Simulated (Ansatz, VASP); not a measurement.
**Two plane-wave programs on Ga3O2**

Contents of INCAR:

```
ALGO = Normal
EDIFF = 1E-7
ENCUT = 520
GGA = PE
ISIF = 2
ISMEAR = 0
LASPH = T
LCHARG = F
LREAL = F
LWAVE = F
NBANDS = 34
NELM = 80
PREC = Accurate
SIGMA = 0.1
```

KPOINTS

```
k-points
0
Gamma
  4 4 4
```

Contents of POSCAR:

```
Ga3O2
1.0
    0.0000000000      3.6398816600      3.3475846800
    3.5778551200      0.0000000000      3.3475846800
    3.5778551200      3.6398816600      0.0000000000
Ga O
3 2
Direct
    0.1219968700      0.1219968700      0.8780031300
    0.4366664600      0.4366664600      0.0633335400
    0.9366664600      0.9366664600      0.5633335400
    0.7709920800      0.9842611100      0.2290079200
    0.9842611100      0.7709920800      0.0157388900
```

Input for Ansatz:

```yaml
crystal:
  lattice:
    - [0.0, 3.63988166, 3.34758468]
    - [3.57785512, 0.0, 3.34758468]
    - [3.57785512, 3.63988166, 0.0]
  atoms:
    - { symbol: Ga, position: [0.12199687, 0.12199687, 0.87800313] }
    - { symbol: Ga, position: [0.43666646, 0.43666646, 0.06333354] }
    - { symbol: Ga, position: [0.93666646, 0.93666646, 0.56333354] }
    - { symbol: O, position: [0.77099208, 0.98426111, 0.22900792] }
    - { symbol: O, position: [0.98426111, 0.77099208, 0.01573889] }
basis:
  ecutwfc: 420
kpoints:
  mp_grid: { grid: [4, 4, 4] }
hamiltonian:
  xc: pbe
scf:
  occupations: { method: gaussian, width: 0.1 }
  lower_state_search: "off"
output:
  forces: true
  stress: true
  eigenvalues: true
```

Alike in both runs: task single point; functional PBE; k mesh 4 × 4 × 4; occupations gaussian, width 0.1 eV; no spin polarisation.

```csv
,VASP,Ansatz
version,VASP 6.6.1,Ansatz 0.2.0
potentials or method,"VASP PAW PBE potentials, release 64 (Ga_d, O), cutoff 520 eV","scalar-relativistic, plane waves, PAW"
valence electrons in the cell,51,51
```

```csv
,VASP,Ansatz,Ansatz less VASP
gap on the k mesh at the Fermi level (eV),none,none,-
pressure (GPa),15.7,15.4,-0.33
"traceless stress, the component that is largest in VASP (GPa)",2.50,2.20,-0.297
rms of the force components (eV/Å),2.695,2.627,-0.0676
```

Atom by atom the forces differ by 0.078 eV/Å (rms over components). A gap of «none» marks a metal or a gap that the smearing closes. The functional is the same, so the differences come from potentials, cutoffs and numerics.

The k mesh is coarse, so the values compare programs but aren't converged.
